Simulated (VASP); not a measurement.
Here is a VASP 6.6.1 calculation.

Contents of INCAR:

```
PREC = Accurate ; ENCUT = 500
EDIFF = 1E-6 ; ISMEAR = -1
SIGMA = 0.05 ; LREAL = Auto
LASPH = True ; NELM = 120
ALGO = Normal ; ISIF = 2
LWAVE = False ; LCHARG = False
GGA = PS ; ISYM = -1
NBANDS = 306 ; GGA_COMPAT = False
```

The input KPOINTS:

```
explicit points
1
Reciprocal
  0.25000000   0.25000000   0.25000000 1
```

The input POSCAR:

```
AlGa7As8
1.0
   11.3229926833      0.0000000000      0.0000000000
    0.0000000000     11.3229926833      0.0000000000
    0.0000000000      0.0000000000     11.3229926833
Al Ga As
4 28 32
Direct
    0.9993680000      0.0002010000      0.9993060000
    0.9994290000      0.4997000000      0.4998300000
    0.2500200000      0.7494390000      0.9997220000
    0.2496550000      0.9999270000      0.2496370000
    0.9999330000      0.0002360000      0.5003140000
    0.9997120000      0.5000490000      0.0004160000
    0.5001840000      0.0003130000      0.9999580000
    0.4997180000      0.0005260000      0.5001290000
    0.4998760000      0.4998530000      0.0001770000
    0.5000240000      0.5000310000      0.5000530000
    0.2498270000      0.2501740000      0.0002720000
    0.2500810000      0.2497890000      0.5000660000
    0.2496800000      0.7501120000      0.5006190000
    0.7495660000      0.2502870000      0.0005430000
    0.7497190000      0.2500060000      0.5004380000
    0.7499330000      0.7500910000      0.0005710000
    0.7497830000      0.7505700000      0.5003770000
    0.2502860000      0.0004850000      0.7498420000
    0.2502680000      0.5002710000      0.2504620000
    0.2502960000      0.5000920000      0.7499360000
    0.7498630000      0.0002030000      0.2505400000
    0.7496610000      0.0003120000      0.7499640000
    0.7496270000      0.5006400000      0.2501910000
    0.7500210000      0.5005670000      0.7505590000
    0.0001850000      0.2505400000      0.2501740000
    0.9998340000      0.2504470000      0.7504520000
    0.9996190000      0.7501750000      0.2504910000
    0.0003440000      0.7503710000      0.7501110000
    0.4998900000      0.2504150000      0.2501610000
    0.5001560000      0.2504500000      0.7504090000
    0.5002520000      0.7502420000      0.2502050000
    0.5002600000      0.7503450000      0.7498000000
    0.1242860000      0.1252420000      0.1247440000
    0.1247840000      0.1253110000      0.6251730000
    0.1246770000      0.6248940000      0.1256220000
    0.1246090000      0.6246710000      0.6250510000
    0.6247950000      0.1250520000      0.1252860000
    0.6246050000      0.1250020000      0.6250580000
    0.6245600000      0.6249770000      0.1249510000
    0.6249720000      0.6250160000      0.6250460000
    0.3747050000      0.3751280000      0.1249570000
    0.3749080000      0.3748390000      0.6248620000
    0.3752460000      0.8748630000      0.1247690000
    0.3748870000      0.8752230000      0.6249090000
    0.8746050000      0.3752700000      0.1253470000
    0.8746180000      0.3751440000      0.6255880000
    0.8748640000      0.8753320000      0.1253950000
    0.8748870000      0.8753280000      0.6252830000
    0.3747050000      0.1249220000      0.3747540000
    0.3750230000      0.1253340000      0.8751680000
    0.3750200000      0.6254230000      0.3754410000
    0.3756020000      0.6247430000      0.8746290000
    0.8749210000      0.1253540000      0.3752420000
    0.8742260000      0.1256820000      0.8749060000
    0.8745390000      0.6255250000      0.3752580000
    0.8751430000      0.6254940000      0.8752950000
    0.1253590000      0.3750440000      0.3752200000
    0.1250670000      0.3752960000      0.8752420000
    0.1247490000      0.8750130000      0.3755080000
    0.1255190000      0.8754810000      0.8749290000
    0.6250070000      0.3750720000      0.3750930000
    0.6250420000      0.3754880000      0.8753560000
    0.6246830000      0.8753480000      0.3754010000
    0.6250580000      0.8750930000      0.8751130000
```

Potentials or basis: VASP PAW PBE potentials, release 64 (Al, Ga_d, As).

The run is started by

```console
$ cat potpaw_PBE.64/Al/POTCAR potpaw_PBE.64/Ga_d/POTCAR potpaw_PBE.64/As/POTCAR > POTCAR
$ mpirun -np 1 vasp_std > vasp.out
```

What does it give for the largest force?

0.022 eV/Å.

Estimate the pressure.

0.2 GPa.

Stress tensor (GPa, compression positive):
```
 0.18 -0.77 -0.77
-0.77  0.18 -0.78
-0.77 -0.78  0.18
```

Caveat: the PAW data sets were made with another functional, which shifts forces and pressure a little.
